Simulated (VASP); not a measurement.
# Hg3Mo in VASP: notebook

The runs below take Hg3Mo through single point, with PBE.

All numbers are computed with VASP 6.6.1; they aren't measurements. Logs are shortened: lines on timing, memory, paths and dates and some standing lists are left out, and cuts for length are marked.

## Step 1: The cell of the first run

The typed cell holds 8 atoms: a = 4.297 Å, b = 4.292 Å, c = 8.581 Å, α = 90.00°, β = 90.00°, γ = 90.00°.

## Step 2: Single point, PBE

File INCAR:

```
SYSTEM = Hg3Mo
ALGO     = Normal         ! electronic algorithm
EDIFF    = 1E-6           ! SCF threshold, eV
ENCUT    = 520            ! plane-wave cutoff, eV
GGA      = PE             ! functional
ISIF     = 2              ! what is computed and relaxed
ISMEAR   = 0              ! smearing method
LASPH    = .True.         ! aspherical terms in the spheres
LCHARG   = .False.        ! write CHGCAR
LREAL    = .False.        ! projectors in reciprocal space
LWAVE    = .False.        ! write WAVECAR
NBANDS   = 60             ! bands
NELM     = 100            ! most SCF steps
PREC     = Accurate       ! precision mode
SIGMA    = 0.1            ! smearing width, eV
```

File KPOINTS:

```
k-points
0
Gamma
  6 6 4
  0 0 0
```

File POSCAR:

```
Hg3Mo
1.0
    0.0000679002      4.2969620715      0.0001605270
    0.0001898607      0.0000887678      4.2918578937
    8.5805704360      0.0001065834      0.0003312845
Hg Mo
6 2
Direct
    0.4999950184      0.4999874202      0.5000377469
    0.4999486957      0.5000370283      1.0000128127
    0.0000264257      0.5000053565      0.2499780784
    1.0000750987      0.5000474391      0.7500017741
    0.4999263701     -0.0000450653      0.2499758718
    0.4999915661      0.0000122583      0.7499940007
    0.0000247149      0.9999752448      0.5000217238
    0.0000121105     -0.0000196818     -0.0000220084
```

Potentials or basis: VASP PAW PBE potentials, release 64 (Hg, Mo_sv).

On the command line:

```
> cat potpaw_PBE.64/Hg/POTCAR potpaw_PBE.64/Mo_sv/POTCAR > POTCAR
> mpirun -np 1 vasp_std > vasp.out
```

OUTCAR:

```text
SYSTEM = Hg3Mo
   EDIFF = 1E-6
   ENCUT = 520
   GGA = PE
   ISIF = 2
   ISMEAR = 0
   LASPH = .True.
   LREAL = .False.
   NELM = 100
   PREC = Accurate

 ion  position               nearest neighbor table
   1  0.500  0.500  0.500-   6 3.03   6 3.03   5 3.03   5 3.03   4 3.04   4 3.04   3 3.04   7 3.04
                             3 3.04   7 3.04   7 3.04   7 3.04
   2  0.500  0.500  0.000-   5 3.03   5 3.03   6 3.03   6 3.03   3 3.04   4 3.04   3 3.04   8 3.04
                             4 3.04   8 3.04   8 3.04   8 3.04
   3  0.000  0.500  0.250-   8 3.03   8 3.03   7 3.03   7 3.03   2 3.04   2 3.04   5 3.04   1 3.04
                             5 3.04   1 3.04   5 3.04   5 3.04
   4  0.000  0.500  0.750-   7 3.03   8 3.03   8 3.03   7 3.03   1 3.04   2 3.04   1 3.04   6 3.04
                             6 3.04   2 3.04   6 3.04   6 3.04
   5  0.500  1.000  0.250-   2 3.03   2 3.03   1 3.03   1 3.03   8 3.04   7 3.04   3 3.04   8 3.04
                             3 3.04   3 3.04   7 3.04   3 3.04
   6  0.500  0.000  0.750-   1 3.03   2 3.03   1 3.03   2 3.03   7 3.04   8 3.04   7 3.04   8 3.04
                             4 3.04   4 3.04   4 3.04   4 3.04
   7  0.000  1.000  0.500-   4 3.03   4 3.03   3 3.03   3 3.03   6 3.04   6 3.04   5 3.04   1 3.04
                             1 3.04   1 3.04   5 3.04   1 3.04
   8  0.000  1.000  1.000-   4 3.03   3 3.03   4 3.03   3 3.03   5 3.04   6 3.04   6 3.04   2 3.04
                             5 3.04   2 3.04   2 3.04   2 3.04

  LATTYP: Found a triclinic cell.
 ALAT       =     4.2918578988
 B/A-ratio  =     2.8277918147
 C/A-ratio  =     1.0011892696
 COS(alpha) =     0.0000210958
 COS(beta)  =     0.0000580418
 COS(gamma) =     0.7072070715

  Lattice vectors:

 A1 = (  -0.0001898607,  -0.0000887678,  -4.2918578937)
 A2 = (   8.5801907146,  -0.0000709522,  -8.5833845029)
 A3 = (  -0.0000679002,  -4.2969620715,  -0.0001605270)

Analysis of symmetry for initial positions (statically):
=====================================================================
 Subroutine PRICEL returns:
 Original cell was already a primitive cell.

 Routine SETGRP: Setting up the symmetry group for a
 triclinic supercell.

 Subroutine GETGRP returns: Found  1 space group operations
 (whereof  1 operations were pure point group operations)
 out of a pool of  2 trial point group operations.

The static configuration has the point symmetry C_1 .

Analysis of symmetry for dynamics (positions and initial velocities):
=====================================================================
 Subroutine PRICEL returns:
 Original cell was already a primitive cell.

 Routine SETGRP: Setting up the symmetry group for a
 triclinic supercell.

 Subroutine GETGRP returns: Found  1 space group operations
 (whereof  1 operations were pure point group operations)
 out of a pool of  2 trial point group operations.

The dynamic configuration has the point symmetry C_1 .

 Subroutine INISYM returns: Found  1 space group operations
 (whereof  1 operations are pure point group operations),
 and found     1 'primitive' translations

----------------------------------------------------------------------------------------

                                     Primitive cell

  volume of cell :     158.2425

  direct lattice vectors                    reciprocal lattice vectors
     0.000067900  4.296962072  0.000160527    -0.000002891  0.232722557 -0.000004813
     0.000189861  0.000088768  4.291857894    -0.000008996 -0.000008704  0.232999327
     8.580570436  0.000106583  0.000331285     0.116542369 -0.000001841 -0.000005155

  length of vectors
     4.296962075  4.291857899  8.580570443     0.232722557  0.232999328  0.116542369

  position of ions in fractional coordinates (direct lattice)
     0.499995018  0.499987420  0.500037747
     0.499948696  0.500037028  0.000012813
     0.000026426  0.500005356  0.249978078
     0.000075099  0.500047439  0.750001774
     0.499926370  0.999954935  0.249975872
     0.499991566  0.000012258  0.749994001
     0.000024715  0.999975245  0.500021724
     0.000012111  0.999980318  0.999977992

  ion indices of the primitive-cell ions
   primitive index   ion index
                 1           1
                 2           2
                 3           3
                 4           4
                 5           5
                 6           6
                 7           7
                 8           8

----------------------------------------------------------------------------------------

 KPOINTS: k-points

Automatic generation of k-mesh.
 Grid dimensions read from file:
 generate k-points for:    6    6    4

 Generating k-lattice:

  Cartesian coordinates                     Fractional coordinates (reciprocal lattice)
    -0.000000482  0.038787093 -0.000000802     0.166666667  0.000000000  0.000000000
    -0.000001499 -0.000001451  0.038833221    -0.000000000  0.166666667 -0.000000000
     0.029135592 -0.000000460 -0.000001289    -0.000000000  0.000000000  0.250000000

  Length of vectors
     0.038787093  0.038833221  0.029135592

  Shift w.r.t. Gamma in fractional coordinates (k-lattice)
     0.000000000  0.000000000  0.000000000

 Subroutine IBZKPT returns following result:
 ===========================================

 Found     76 irreducible k-points:

 Following reciprocal coordinates:
            Coordinates               Weight
  0.000000  0.000000  0.000000      1.000000
  0.166667  0.000000  0.000000      2.000000
  0.333333  0.000000  0.000000      2.000000
  0.500000  0.000000 -0.000000      1.000000
 -0.000000  0.166667  0.000000      2.000000
  0.166667  0.166667  0.000000      2.000000
[... 16 lines left out ...]
  0.333333 -0.000000  0.250000      2.000000
  0.500000  0.000000  0.250000      2.000000
 [... further k-points ...]
   k-points           NKPTS =     76   k-points in BZ     NKDIM =     76   number of bands    NBANDS=     60
   number of dos      NEDOS =    301   number of ions     NIONS =      8
   total plane-waves  NPLWV =  65536
   dimension x,y,z NGX =    32 NGY =   32 NGZ =   64
   dimension x,y,z NGXF=    64 NGYF=   64 NGZF=  128
   ions per type =               6   2
   NGX,Y,Z   is equivalent  to a cutoff of  12.38, 12.40, 12.40 a.u.
   NGXF,Y,Z  is equivalent  to a cutoff of  24.76, 24.79, 24.80 a.u.
 SYSTEM =  Hg3Mo
   PREC   = accura    normal or accurate (medium, high low for compatibility)
   ISTART =      0    job   : 0-new  1-cont  2-samecut
   ICHARG =      2    charge: 1-file 2-atom 10-const
   ISPIN  =      1    spin polarized calculation?
   LNONCOLLINEAR =      F non collinear calculations
   LSORBIT =      F    spin-orbit coupling
   LASPH  =      T    aspherical Exc in radial PAW
   ENCUT  =  520.0 eV  38.22 Ry    6.18 a.u.   7.99  7.98 15.95*2*pi/ulx,y,z
   NELM   =    100;   NELMIN=  2; NELMDL= -5     # of ELM steps
   EDIFF  = 0.1E-05   stopping-criterion for ELM
   LREAL  =      F    real-space projection
   EDIFFG = 0.1E-04   stopping-criterion for IOM
   NSW    =      0    number of steps for IOM
   IBRION =     -1    ionic relax: 0-MD 1-quasi-New 2-CG
   NFREE  =      0    steps in history (QN), initial steepest desc. (CG)
   ISIF   =      2    stress and relaxation
   ISYM   =      2    0-nonsym 1-usesym 2-fastsym
   POTIM  = 0.5000    time-step for ionic-motion
   TEBEG  =    0.0;   TEEND  =   0.0 temperature during run
   PSTRESS=    0.0 pullay stress
   NELECT =     100.0000    total number of electrons
   NUPDOWN=      -1.0000    fix difference up-down
   EMIN   =  10.00;   EMAX   =-10.00  energy-range for DOS
   EFERMI =   0.00;   METHOD = LEGACY
   ISMEAR =     0;   SIGMA  =   0.10  broadening in eV -4-tet -1-fermi 0-gaus
   EFERMI_NEDOS =   21; number of points for ismear=-14 and -15
   IALGO  =     38    algorithm
   IMIX   =      4    mixing-type and parameters
     AMIX     =   0.40;   BMIX     =  1.00
     AMIX_MAG =   1.60;   BMIX_MAG =  1.00
  volume/ion in A,a.u.               =      19.78       133.48
  Fermi-wavevector in a.u.,A,eV,Ry     =   1.404863  2.654805 26.852985  1.973639
  Thomas-Fermi vector in A             =   2.527382
   LORBIT       =      0    0 simple, 1 ext, 2 COOP (PROOUT), +10 PAW based schemes
   GGA     = PE    functional components
   LHFCALC =     F    Hartree Fock is set to
   AEXX    =    0.0000 exact exchange contribution
   IVDW    =     0    specifies the selected vdW correction
   LEPSILON=     F    determine dielectric tensor
   LRPA    =     F    only Hartree local field effects (RPA)
 non-spin polarized calculation
 Gauss-broadening in eV      SIGMA  =   0.10
  energy-cutoff  :      520.00
  volume of cell :      158.24
 maximum number of plane-waves:      4336
   NGX = 15   NGY = 15   NGZ = 31

 number of electron     100.0000024 magnetization

 Free energy of the ion-electron system (eV)
  ---------------------------------------------------
  ext. energy  EPLUGINS =         0.00000000
  ---------------------------------------------------
  free energy    TOTEN  =       -18.41645339 eV

  energy without entropy =      -18.37167228  energy(sigma->0) =      -18.39406283

 E-fermi :   5.6311     XC(G=0): -11.9327

 val. band max:        5.6227703333   @ k =   0.1667   0.0000   0.5000
 cond. band min:       5.6364303576   @ k =   0.5000   0.1667   0.0000
 fundamental gap:      0.0136600244
 Fermi energy:         5.6310573484

 k-point     1 :       0.0000    0.0000    0.0000
  band No.  band energies     occupation
      1     -55.4617      2.00000
      2     -55.4614      2.00000
      3     -29.5521      2.00000
      4     -29.5421      2.00000
      5     -29.5367      2.00000
      6     -29.5360      2.00000
[... 52 lines left out ...]
     59       9.9297      0.00000
     60      10.2574      0.00000

 k-point     2 :       0.1667    0.0000    0.0000
  band No.  band energies     occupation
      1     -55.4616      2.00000
      2     -55.4614      2.00000
      3     -29.5517      2.00000
      4     -29.5422      2.00000
      5     -29.5369      2.00000
      6     -29.5368      2.00000
[... 1375 lines left out ...]
     59      10.4318      0.00000
     60      10.4606      0.00000

 k-point    24 :       0.5000    0.0000    0.2500
  band No.  band energies     occupation
      1     -55.4614      2.00000
      2     -55.4612      2.00000
      3     -29.5491      2.00000
      4     -29.5440      2.00000
      5     -29.5438      2.00000
      6     -29.5426      2.00000
[... 52 lines left out ...]
     59      10.3536      0.00000
     60      10.3981      0.00000

 [... further k-points ...]
[... 5 lines left out ...]
  --------------------------------------------------------------------------------------
  -------------------------------------------------------------------------------------
  Total        0.7564002      0.7521222      0.7824058     -0.0015719     -0.0031776     -0.0046850
  in kB        7.6584202      7.6151065      7.9217225     -0.0159152     -0.0321724     -0.0474344
  external PRESSURE =       7.7317497 kB  Pullay stress =       0.0000000 kB

 VOLUME and BASIS-vectors are now :
 -----------------------------------------------------------------------------
  energy-cutoff  :      520.00
  volume of cell :      158.24
      direct lattice vectors                 reciprocal lattice vectors
     0.000067900  4.296962072  0.000160527    -0.000002891  0.232722557 -0.000004813
     0.000189861  0.000088768  4.291857894    -0.000008996 -0.000008704  0.232999327
     8.580570436  0.000106583  0.000331285     0.116542369 -0.000001841 -0.000005155

 POSITION                                       TOTAL-FORCE (eV/Angst)
 -----------------------------------------------------------------------------------
      4.29074      2.14856      2.14612        -0.003032      0.001349     -0.000383
      0.00024      2.14830      2.14617        -0.001230      0.002191     -0.001382
      2.14505      0.00018      2.14603         0.002046     -0.002279     -0.001069
      6.43554      0.00045      2.14638         0.000623     -0.002674     -0.001170
      2.14516      2.14828      4.29183         0.002107      0.002350      0.001575
      6.43541      2.14852      0.00038         0.000902      0.001614      0.000599
      4.29066      0.00025      4.29192        -0.001667     -0.001135      0.000683
      8.58057      0.00025      4.29210         0.000251     -0.001416      0.001147
 -----------------------------------------------------------------------------------
    total drift:                                0.000001      0.000002     -0.000001

  FREE ENERGIE OF THE ION-ELECTRON SYSTEM (eV)
  ---------------------------------------------------
  free  energy   TOTEN  =       -18.4164533860 eV

  energy  without entropy=      -18.3716722838  energy(sigma->0) =      -18.39406283
```

Wall time 6.6 min (1 thread of AMD EPYC 9R45 (Zen 5), shared host); peak memory 0.59 GiB.

Results:

```yaml
Free_energy: -18.4165 eV
Pressure: 0.8 GPa
Largest_force: 0.004 eV/Å
Band_gap_on_the_k_mesh: zero (band 50 reaches 5.73 eV, above the bottom of band 51 at 4.68 eV)
```

Forces on the atoms (eV/Å):
```
Hg  -0.003  0.001  0.000
Hg  -0.001  0.002 -0.001
Hg   0.002 -0.002 -0.001
Hg   0.001 -0.003 -0.001
Hg   0.002  0.002  0.002
Hg   0.001  0.002  0.001
Mo  -0.002 -0.001  0.001
Mo   0.000 -0.001  0.001
```

Levels at points of the mesh, in eV from the Fermi level:
| k point | band 48 | band 49 | band 50 | band 51 | band 52 | band 53 |
| --- | --- | --- | --- | --- | --- | --- |
| (0.00, 0.00, 0.00) | -0.19 | -0.18 | -0.06 | 0.38 | 0.47 | 0.47 |
| (0.50, 0.00, 0.00) | -0.95 | -0.94 | -0.06 | -0.02 | 0.38 | 0.89 |
| (0.00, 0.50, 0.00) | -0.94 | -0.94 | -0.06 | -0.02 | 0.38 | 0.88 |
| (0.50, 0.50, 0.00) | -1.61 | -1.61 | -0.94 | -0.94 | -0.02 | 0.42 |
| (0.00, 0.00, 0.50) | -0.95 | -0.03 | -0.03 | 0.43 | 0.43 | 1.92 |
| (0.50, 0.00, 0.50) | -1.14 | -0.38 | -0.38 | 0.04 | 0.05 | 1.39 |
| (0.00, 0.50, 0.50) | -1.14 | -0.38 | -0.38 | 0.05 | 0.05 | 1.39 |
| (0.50, 0.50, 0.50) | -1.06 | -1.06 | -1.06 | 0.20 | 0.20 | 0.24 |

Caveat: spin-orbit coupling is left out, which moves the levels of the heavy elements.

## Step 3: Single point, PBE

This run uses another cell than the first one: it holds 4 atoms, not 8.

File INCAR:

```
ALGO = Normal
EDIFF = 1E-6
ENCUT = 520
GGA = PE
ISIF = 2
ISMEAR = 0
LASPH = T
LCHARG = F
LREAL = F
LWAVE = F
NBANDS = 33
NELM = 100
PREC = Accurate
SIGMA = 0.1
```

File KPOINTS:

```
k-points
0
Gamma
  12 12 12
```

File POSCAR:

```
Hg3Mo
1.0
    4.2938164306      0.0000000000      0.0000000000
    0.0000000000      4.2938164306      0.0000000000
    0.0000000000      0.0000000000      4.2938164306
Hg Mo
3 1
Direct
    0.0000000000      0.5000000000      0.5000000000
    0.5000000000      0.0000000000      0.5000000000
    0.5000000000      0.5000000000      0.0000000000
    0.0000000000      0.0000000000      0.0000000000
```

Potentials or basis: VASP PAW PBE potentials, release 64 (Hg, Mo_sv).

On the command line:

```
> cat potpaw_PBE.64/Hg/POTCAR potpaw_PBE.64/Mo_sv/POTCAR > POTCAR
> mpirun -np 1 vasp_std > vasp.out
```

It took 82 s on 1 thread of AMD EPYC 9R45 (Zen 5), shared host; peak memory 0.28 GiB.

Results (log left out):

| Item | Value |
| --- | --- |
| Free energy | -9.2152 eV |
| Pressure | 0.8 GPa |
| Band gap on the k mesh | zero (band 25 reaches 5.77 eV, above the bottom of band 26 at 4.02 eV) |

Levels at points of the mesh, in eV from the Fermi level:
```tsv
k point	band 22	band 23	band 24	band 25	band 26	band 27	band 28	band 29
(0.00, 0.00, 0.00)	-1.37	-0.20	-0.20	-0.20	0.47	0.47	0.47	3.17
(0.50, 0.00, 0.00)	-1.39	-1.39	-1.09	-0.06	0.38	0.86	4.28	4.28
(0.50, 0.50, 0.00)	-3.75	-3.41	-0.94	-0.94	-0.02	1.02	1.32	5.28
(0.50, 0.50, 0.50)	-2.86	-2.57	-1.62	-1.62	-1.62	0.42	0.42	2.32
```

Caveat: spin-orbit coupling is left out, which moves the levels of the heavy elements.
